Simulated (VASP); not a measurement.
# Ti (Fm-3m) in VASP: further runs

The runs below take Ti through single point, with r2SCAN.

All numbers are computed with VASP 6.6.1; they aren't measurements. Logs are shortened: lines on timing, memory, paths and dates and some standing lists are left out, and cuts for length are marked.

**1. The cell of the first run**

Symmetry: Fm-3m, No. 225, cubic system. The conventional cell has a = 4.094 Å, b = 4.094 Å, c = 4.094 Å, α = 90.00°, β = 90.00°, γ = 90.00°. Ti (site symmetry m-3m) has 12 Ti at 2.89 Å within 3.8 Å.

**2. Single point, r2SCAN**

POSCAR reads:

```
Ti
1.0
    0.0000000000      2.0467776203      2.0467776203
    2.0467776203      0.0000000000      2.0467776203
    2.0467776203      2.0467776203      0.0000000000
Ti
1
Direct
    0.0000000000      0.0000000000      0.0000000000
```

INCAR.step1 reads:

```
SYSTEM = Ti
  PREC = Accurate
  ENCUT = 520
  ISMEAR = -1
  SIGMA = 0.1
  LREAL = .False.
  LASPH = .True.
  NELM = 100
  NBANDS = 12
  GGA = PE
  ALGO = Normal
  EDIFF = 1E-4
  LWAVE = .True.
  LCHARG = .False.
```

INCAR.step2 reads:

```
SYSTEM = Ti
  PREC = Accurate
  ENCUT = 520
  EDIFF = 1E-6
  ISMEAR = -1
  SIGMA = 0.1
  LREAL = .False.
  LASPH = .True.
  NELM = 100
  ALGO = Normal
  ISIF = 2
  LWAVE = .False.
  LCHARG = .False.
  METAGGA = R2SCAN
  LMIXTAU = .True.
  NBANDS = 12
  ISTART = 1
```

KPOINTS reads:

```
regular mesh
0
Gamma
  12 12 12
  0 0 0
```

Potentials or basis: VASP PAW PBE potentials, release 64 (Ti_sv).

The run is started by

```sh
$ cat potpaw_PBE.64/Ti_sv/POTCAR > POTCAR
$ cp INCAR.step1 INCAR
$ mpirun -np 1 vasp_std > vasp.out
$ cp INCAR.step2 INCAR
$ mpirun -np 1 vasp_std > vasp.out
```

OUTCAR:

```text
SYSTEM = Ti
   PREC = Accurate
   ENCUT = 520
   EDIFF = 1E-6
   ISMEAR = -1
   LREAL = .False.
   LASPH = .True.
   NELM = 100
   ISIF = 2
   METAGGA = R2SCAN
   ISTART = 1

 ion  position               nearest neighbor table
   1  0.000  0.000  0.000-

  LATTYP: Found a face centered cubic cell.
 ALAT       =     4.0935552406

  Lattice vectors:

 A1 = (   0.0000000000,   2.0467776203,   2.0467776203)
 A2 = (   2.0467776203,   0.0000000000,   2.0467776203)
 A3 = (   2.0467776203,   2.0467776203,   0.0000000000)

Analysis of symmetry for initial positions (statically):
=====================================================================
 Subroutine PRICEL returns:
 Original cell was already a primitive cell.

 Routine SETGRP: Setting up the symmetry group for a
 face centered cubic supercell.

 Subroutine GETGRP returns: Found 48 space group operations
 (whereof 48 operations were pure point group operations)
 out of a pool of 48 trial point group operations.

The static configuration has the point symmetry O_h .

Analysis of symmetry for dynamics (positions and initial velocities):
=====================================================================
 Subroutine PRICEL returns:
 Original cell was already a primitive cell.

 Routine SETGRP: Setting up the symmetry group for a
 face centered cubic supercell.

 Subroutine GETGRP returns: Found 48 space group operations
 (whereof 48 operations were pure point group operations)
 out of a pool of 48 trial point group operations.

The dynamic configuration has the point symmetry O_h .

 Subroutine INISYM returns: Found 48 space group operations
 (whereof 48 operations are pure point group operations),
 and found     1 'primitive' translations

----------------------------------------------------------------------------------------

                                     Primitive cell

  volume of cell :      17.1491

  direct lattice vectors                    reciprocal lattice vectors
     0.000000000  2.046777620  2.046777620    -0.244286431  0.244286431  0.244286431
     2.046777620  0.000000000  2.046777620     0.244286431 -0.244286431  0.244286431
     2.046777620  2.046777620  0.000000000     0.244286431  0.244286431 -0.244286431

  length of vectors
     2.894580670  2.894580670  2.894580670     0.423116510  0.423116510  0.423116510

  position of ions in fractional coordinates (direct lattice)
     0.000000000  0.000000000  0.000000000

  ion indices of the primitive-cell ions
   primitive index   ion index
                 1           1

----------------------------------------------------------------------------------------

 KPOINTS: regular mesh

Automatic generation of k-mesh.
 Grid dimensions read from file:
 generate k-points for:   12   12   12

 Generating k-lattice:

  Cartesian coordinates                     Fractional coordinates (reciprocal lattice)
    -0.020357203  0.020357203  0.020357203     0.083333333  0.000000000  0.000000000
     0.020357203 -0.020357203  0.020357203     0.000000000  0.083333333  0.000000000
     0.020357203  0.020357203 -0.020357203     0.000000000  0.000000000  0.083333333

  Length of vectors
     0.035259709  0.035259709  0.035259709

  Shift w.r.t. Gamma in fractional coordinates (k-lattice)
     0.000000000  0.000000000  0.000000000

 Subroutine IBZKPT returns following result:
 ===========================================

 Found     72 irreducible k-points:

 Following reciprocal coordinates:
            Coordinates               Weight
  0.000000  0.000000  0.000000      1.000000
  0.083333  0.000000  0.000000      8.000000
  0.166667  0.000000  0.000000      8.000000
  0.250000  0.000000  0.000000      8.000000
  0.333333  0.000000  0.000000      8.000000
  0.416667  0.000000  0.000000      8.000000
[... 16 lines left out ...]
  0.500000  0.166667  0.000000     24.000000
 -0.416667  0.166667  0.000000     24.000000
 [... further k-points ...]
   k-points           NKPTS =     72   k-points in BZ     NKDIM =     72   number of bands    NBANDS=     12
   number of dos      NEDOS =    301   number of ions     NIONS =      1
   total plane-waves  NPLWV =  13824
   dimension x,y,z NGX =    24 NGY =   24 NGZ =   24
   dimension x,y,z NGXF=    48 NGYF=   48 NGZF=   48
   ions per type =               1
   NGX,Y,Z   is equivalent  to a cutoff of  13.78, 13.78, 13.78 a.u.
   NGXF,Y,Z  is equivalent  to a cutoff of  27.57, 27.57, 27.57 a.u.
 SYSTEM =  Ti
   PREC   = accura    normal or accurate (medium, high low for compatibility)
   ISTART =      1    job   : 0-new  1-cont  2-samecut
   ICHARG =      0    charge: 1-file 2-atom 10-const
   ISPIN  =      1    spin polarized calculation?
   LNONCOLLINEAR =      F non collinear calculations
   LSORBIT =      F    spin-orbit coupling
   LASPH  =      T    aspherical Exc in radial PAW
   ENCUT  =  520.0 eV  38.22 Ry    6.18 a.u.   5.38  5.38  5.38*2*pi/ulx,y,z
   NELM   =    100;   NELMIN=  2; NELMDL=  0     # of ELM steps
   EDIFF  = 0.1E-05   stopping-criterion for ELM
   LREAL  =      F    real-space projection
   EDIFFG = 0.1E-04   stopping-criterion for IOM
   NSW    =      0    number of steps for IOM
   IBRION =     -1    ionic relax: 0-MD 1-quasi-New 2-CG
   NFREE  =      0    steps in history (QN), initial steepest desc. (CG)
   ISIF   =      2    stress and relaxation
   ISYM   =      2    0-nonsym 1-usesym 2-fastsym
   POTIM  = 0.5000    time-step for ionic-motion
   TEBEG  =    0.0;   TEEND  =   0.0 temperature during run
   PSTRESS=    0.0 pullay stress
   NELECT =      12.0000    total number of electrons
   NUPDOWN=      -1.0000    fix difference up-down
   EMIN   =  10.00;   EMAX   =-10.00  energy-range for DOS
   EFERMI =   0.00;   METHOD = LEGACY
   ISMEAR =    -1;   SIGMA  =   0.10  broadening in eV -4-tet -1-fermi 0-gaus
   EFERMI_NEDOS =   21; number of points for ismear=-14 and -15
   IALGO  =     38    algorithm
   IMIX   =      4    mixing-type and parameters
     AMIX     =   0.40;   BMIX     =  1.00
     AMIX_MAG =   1.60;   BMIX_MAG =  1.00
  volume/ion in A,a.u.               =      17.15       115.73
  Fermi-wavevector in a.u.,A,eV,Ry     =   1.453409  2.746545 28.740926  2.112398
  Thomas-Fermi vector in A             =   2.570679
   LORBIT       =      0    0 simple, 1 ext, 2 COOP (PROOUT), +10 PAW based schemes
   METAGGA = R2SCAN    functional components
   LHFCALC =     F    Hartree Fock is set to
   AEXX    =    0.0000 exact exchange contribution
   IVDW    =     0    specifies the selected vdW correction
   LEPSILON=     F    determine dielectric tensor
   LRPA    =     F    only Hartree local field effects (RPA)
 non-spin polarized calculation
  energy-cutoff  :      520.00
  volume of cell :       17.15
 maximum number of plane-waves:       477
 NGX is ok and might be reduce to    24
   NGX = 11   NGY = 11   NGZ = 11

 number of electron      12.0000003 magnetization

 Free energy of the ion-electron system (eV)
  ---------------------------------------------------
  ext. energy  EPLUGINS =         0.00000000
  ---------------------------------------------------
  free energy    TOTEN  =       -12.90323014 eV

  energy without entropy =      -12.85198485  energy(sigma->0) =      -12.87760749

 E-fermi :   8.3776     XC(G=0): -12.4767

 val. band max:        8.3717492484   @ k =  -0.3333   0.4167   0.1667
 cond. band min:       8.4030688866   @ k =  -0.3333   0.3333   0.0833
 fundamental gap:      0.0313196382
 Fermi energy:         8.3776121762

 k-point     1 :       0.0000    0.0000    0.0000
  band No.  band energies     occupation
      1     -50.6451      2.00000
      2     -25.4339      2.00000
      3     -25.4339      2.00000
      4     -25.4339      2.00000
      5       1.8696      2.00000
      6       9.3836      0.00009
      7       9.3836      0.00009
      8       9.3836      0.00009
      9      11.2183      0.00000
     10      11.2183      0.00000
     11      24.2205      0.00000
     12      29.1755      0.00000

 k-point     2 :       0.0833    0.0000    0.0000
  band No.  band energies     occupation
      1     -50.6361      2.00000
      2     -25.4844      2.00000
      3     -25.4402      2.00000
      4     -25.4401      2.00000
      5       2.1047      2.00000
      6       9.2309      0.00039
      7       9.4666      0.00004
      8       9.4667      0.00004
      9      11.1637      0.00000
     10      11.1637      0.00000
     11      24.3990      0.00000
     12      27.5044      0.00000

 k-point     3 :       0.1667    0.0000    0.0000
  band No.  band energies     occupation
      1     -50.6116      2.00000
      2     -25.6210      2.00000
      3     -25.4571      2.00000
      4     -25.4570      2.00000
      5       2.7736      2.00000
      6       8.8590      0.01610
      7       9.6378      0.00001
      8       9.6378      0.00001
      9      11.0947      0.00000
     10      11.0948      0.00000
     11      24.1257      0.00000
     12      25.5427      0.00000
[... 286 lines left out ...]
 k-point    23 :       0.5000    0.1667    0.0000
  band No.  band energies     occupation
      1     -50.4987      2.00000
      2     -26.0853      2.00000
      3     -25.6338      2.00000
      4     -25.5662      2.00000
      5       6.1889      2.00000
      6       7.8109      1.99311
      7       8.9454      0.00682
      8       9.9095      0.00000
      9      12.3049      0.00000
     10      13.1822      0.00000
     11      17.3734      0.00000
     12      23.2734      0.00000

 k-point    24 :      -0.4167    0.1667    0.0000
  band No.  band energies     occupation
      1     -50.4964      2.00000
      2     -26.0916      2.00000
      3     -25.6576      2.00000
      4     -25.5515      2.00000
      5       6.2885      2.00000
      6       7.9335      1.97672
      7       8.9092      0.00978
      8       9.8441      0.00000
      9      12.0216      0.00000
     10      13.5769      0.00000
     11      17.1111      0.00000
     12      22.8681      0.00000

 [... further k-points ...]

------------------------ aborting loop because EDIFF is reached ----------------------------------------

  FORCE on cell =-STRESS in cart. coord.  units (eV):
  Direction    XX          YY          ZZ          XY          YZ          ZX
  --------------------------------------------------------------------------------------
  -------------------------------------------------------------------------------------
  Total        0.2137368      0.2137368      0.2137368      0.0000000     -0.0000000      0.0000000
  in kB       19.9686154     19.9686154     19.9686154      0.0000000     -0.0000000      0.0000000
  external PRESSURE =      19.9686154 kB  Pullay stress =       0.0000000 kB

 VOLUME and BASIS-vectors are now :
 -----------------------------------------------------------------------------
  energy-cutoff  :      520.00
  volume of cell :       17.15
      direct lattice vectors                 reciprocal lattice vectors
     0.000000000  2.046777620  2.046777620    -0.244286431  0.244286431  0.244286431
     2.046777620  0.000000000  2.046777620     0.244286431 -0.244286431  0.244286431
     2.046777620  2.046777620  0.000000000     0.244286431  0.244286431 -0.244286431

 POSITION                                       TOTAL-FORCE (eV/Angst)
 -----------------------------------------------------------------------------------
      0.00000      0.00000      0.00000         0.000000      0.000000      0.000000
 -----------------------------------------------------------------------------------
    total drift:                               -0.000000     -0.000000     -0.000000

  FREE ENERGIE OF THE ION-ELECTRON SYSTEM (eV)
  ---------------------------------------------------
  free  energy   TOTEN  =       -12.9032301413 eV

  energy  without entropy=      -12.8519848467  energy(sigma->0) =      -12.87760749
```

It took 98 s on 1 thread of AMD EPYC 7R43 (Zen 3), shared host; peak memory 0.11 GiB.

Results:

| Quantity | Value |
| --- | --- |
| Free energy | -12.9032 eV |
| Pressure | 2.0 GPa |
| Band gap on the k mesh | zero (band 6 reaches 9.38 eV, above the bottom of band 7 at 7.95 eV) |

Levels at points of the mesh, in eV from the Fermi level:
```csv
k point,band 4,band 5,band 6,band 7,band 8,band 9
"(0.00, 0.00, 0.00)",-33.81,-6.51,1.01,1.01,1.01,2.84
"(0.50, 0.00, 0.00)",-33.90,-2.74,0.47,0.93,0.93,3.89
"(0.50, 0.50, 0.00)",-34.06,-2.70,-1.81,2.86,3.95,4.13
```

Caveat: the PAW data sets were made with another functional, which shifts forces and pressure a little.

**3. Single point, r2SCAN**

This run uses another cell than the first one, of 17.57 Å³/atom, 1.024 times its volume.

POSCAR reads:

```
Ti
1.0
    0.0000000000      2.0632846043      2.0632846043
    2.0632846043      0.0000000000      2.0632846043
    2.0632846043      2.0632846043      0.0000000000
Ti
1
Direct
    0.0000000000      0.0000000000      0.0000000000
```

INCAR.step1 reads:

```
SYSTEM = Ti
PREC     = Accurate       ! precision mode
ENCUT    = 520            ! plane-wave cutoff, eV
ISMEAR   = -1             ! smearing method
SIGMA    = 0.1            ! smearing width, eV
LREAL    = .FALSE.        ! projectors in reciprocal space
LASPH    = .TRUE.         ! aspherical terms in the spheres
NELM     = 80             ! most SCF steps
NBANDS   = 12             ! bands
GGA      = PE             ! functional
ALGO     = Normal         ! electronic algorithm
EDIFF    = 1E-4           ! SCF threshold, eV
LWAVE    = .TRUE.         ! write WAVECAR
LCHARG   = .FALSE.        ! write CHGCAR
```

INCAR.step2 reads:

```
SYSTEM = Ti
PREC     = Accurate       ! precision mode
ENCUT    = 520            ! plane-wave cutoff, eV
EDIFF    = 1E-6           ! SCF threshold, eV
ISMEAR   = -1             ! smearing method
SIGMA    = 0.1            ! smearing width, eV
LREAL    = .FALSE.        ! projectors in reciprocal space
LASPH    = .TRUE.         ! aspherical terms in the spheres
NELM     = 80             ! most SCF steps
ALGO     = Normal         ! electronic algorithm
ISIF     = 2              ! what is computed and relaxed
LWAVE    = .FALSE.        ! write WAVECAR
LCHARG   = .TRUE.         ! write CHGCAR
METAGGA  = R2SCAN         ! meta-GGA
LMIXTAU  = .TRUE.       
LELF     = .TRUE.         ! ELF
LVHAR    = .TRUE.       
NBANDS   = 12             ! bands
ISTART   = 1
```

KPOINTS reads:

```
Automatic mesh
0
G
  12 12 12
  0 0 0
```

Potentials or basis: VASP PAW PBE potentials, release 64 (Ti_sv).

The run is started by

```sh
$ cat potpaw_PBE.64/Ti_sv/POTCAR > POTCAR
$ cp INCAR.step1 INCAR
$ mpirun -np 1 vasp_std > vasp.out
$ cp INCAR.step2 INCAR
$ mpirun -np 1 vasp_std > vasp.out
```

It took 97 s on 1 thread of AMD EPYC 7R43 (Zen 3), shared host; peak memory 0.11 GiB.

The run converged. Its results:

```
Free energy            : -12.9051 eV
Pressure               : -0.7 GPa
Band gap on the k mesh : zero (band 6 reaches 9.11 eV, above the bottom of band 7 at 7.70 eV)
```

Levels at points of the mesh, in eV from the Fermi level:
```tsv
k point	band 4	band 5	band 6	band 7	band 8	band 9
(0.00, 0.00, 0.00)	-33.89	-6.45	0.99	0.99	0.99	2.77
(0.50, 0.00, 0.00)	-33.97	-2.69	0.41	0.92	0.92	3.78
(0.50, 0.50, 0.00)	-34.12	-2.61	-1.75	2.75	3.84	4.01
```

Caveat: the PAW data sets were made with another functional, which shifts forces and pressure a little.

**4. Single point, r2SCAN**

This run uses another cell than the first one, of 17.99 Å³/atom, 1.049 times its volume.

POSCAR reads:

```
Ti
1.0
    0.0000000000      2.0795316087      2.0795316087
    2.0795316087      0.0000000000      2.0795316087
    2.0795316087      2.0795316087      0.0000000000
Ti
1
Direct
    0.0000000000      0.0000000000      0.0000000000
```

INCAR.step1 reads:

```
SYSTEM = Ti
ALGO = Normal
EDIFF = 1E-4
ENCUT = 520
GGA = PE
ISMEAR = -1
LASPH = .TRUE.
LCHARG = .FALSE.
LREAL = .FALSE.
LWAVE = .TRUE.
NBANDS = 12
NELM = 100
PREC = Accurate
SIGMA = 0.1
```

INCAR.step2 reads:

```
SYSTEM = Ti
ALGO = Normal
EDIFF = 1E-6
ENCUT = 520
ISIF = 2
ISMEAR = -1
ISTART = 1
LASPH = .TRUE.
LCHARG = .TRUE.
LELF = .TRUE.
LMIXTAU = .TRUE.
LREAL = .FALSE.
LVHAR = .TRUE.
LWAVE = .FALSE.
METAGGA = R2SCAN
NBANDS = 12
NELM = 100
PREC = Accurate
SIGMA = 0.1
```

KPOINTS reads:

```
k-points
0
G
  12 12 12
  0 0 0
```

The run is started by

```sh
$ cat potpaw_PBE.64/Ti_sv/POTCAR > POTCAR
$ cp INCAR.step1 INCAR
$ mpirun -np 1 vasp_std > vasp.out
$ cp INCAR.step2 INCAR
$ mpirun -np 1 vasp_std > vasp.out
```

It took 95 s on 1 thread of AMD EPYC 7R43 (Zen 3), shared host; peak memory 0.11 GiB.

The run converged. Its results:

```
Free energy            : -12.9002 eV
Pressure               : -3.2 GPa
Band gap on the k mesh : zero (band 6 reaches 8.84 eV, above the bottom of band 7 at 7.46 eV)
```

Levels at points of the mesh, in eV from the Fermi level:
```
           k point  band 4  band 5  band 6  band 7  band 8  band 9
(0.00, 0.00, 0.00)  -33.96   -6.40    0.97    0.97    0.97    2.70
(0.50, 0.00, 0.00)  -34.04   -2.63    0.36    0.91    0.91    3.67
(0.50, 0.50, 0.00)  -34.17   -2.53   -1.68    2.64    3.73    3.89
```

Caveat: the PAW data sets were made with another functional, which shifts forces and pressure a little.

(Part 1 of 2 ends here.)
